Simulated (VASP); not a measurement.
CsCl, 2 atoms in the cell. It takes space group Pm-3m (No. 221, cubic). Conventional cell: a = 4.181 Å, b = 4.181 Å, c = 4.181 Å, α = 90.00°, β = 90.00°, γ = 90.00°. Within 4.8 Å of Cs (site symmetry m-3m) lie 8 Cl at 3.62 Å and 6 Cs at 4.18 Å. Cl (site symmetry m-3m) has 8 Cs at 3.62 Å and 6 Cl at 4.18 Å within 4.8 Å.  This cell differs from its parent crystal: Rb replaced by Cs, lengths x 1.045, strained.

* Program: VASP 6.6.1
* Task: single point
* Functional: PBE
* Potentials or basis: VASP PAW PBE potentials, release 64 (Cs_sv, Cl)
* Cutoff: 500 eV
* k mesh: 6 × 6 × 6
* Occupations: gaussian, width 0.02 eV
* Spin: no spin polarisation
* Dipole correction: no
* Further INCAR settings: ALGO = Normal; EDIFF = 1e-06; NBANDS = 15

Potentials or basis: VASP PAW PBE potentials, release 64 (Cs_sv, Cl).

The run is started by

```bash
$ cat potpaw_PBE.64/Cs_sv/POTCAR potpaw_PBE.64/Cl/POTCAR > POTCAR
$ mpirun -np 1 vasp_std > vasp.out
```

Hardware: 1 thread of Intel Xeon 8259CL (shared host).

Estimate the wall time of this run.

Wall time 22 s on 1 thread of Intel Xeon 8259CL (shared host), peak memory 0.17 GiB. Counts: scf iterations 12, k points 20.
